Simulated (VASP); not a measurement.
Write the native input for VASP 6.6.1 that does the following.

```yaml
Task: single point
Functional: LDA
Potentials_or_basis: VASP PAW LDA potentials, release 64 (Au)
Cutoff: 520 eV
k_mesh: 14 × 14 × 14
Occupations: gaussian, width 0.1 eV
Spin: no spin polarisation
Dipole_correction: no
Further_INCAR_settings: ALGO = Normal; EDIFF = 1e-06; NBANDS = 12
```

The structure of Au lies in POSCAR:

```
Au
1.0
    0.0000000000      2.0238282766      2.0238282766
    2.0238282766      0.0000000000      2.0238282766
    2.0238282766      2.0238282766      0.0000000000
Au
1
Direct
    0.0000000000      0.0000000000      0.0000000000
```

These files were run (other wordings do the same):

INCAR

```
PREC = Accurate ; ENCUT = 520
EDIFF = 1E-6 ; ISMEAR = 0
SIGMA = 0.1 ; LREAL = False
LASPH = True ; NELM = 80
ALGO = Normal ; ISIF = 2
LWAVE = False ; LCHARG = True
GGA = CA ; LELF = True
LVHAR = True ; NBANDS = 12
```

KPOINTS

```
Automatic mesh
0
Gamma
  14 14 14
```

Potentials or basis: VASP PAW LDA potentials, release 64 (Au).

Command:

```console
$ cat potpaw_LDA.64/Au/POTCAR > POTCAR
$ mpirun -np 1 vasp_std > vasp.out
```

It gave:

The pressure is 0.5 GPa.

It used 22 s of CPU time on 1 thread of AMD EPYC 7R13 Processor (Zen 3) (shared host).
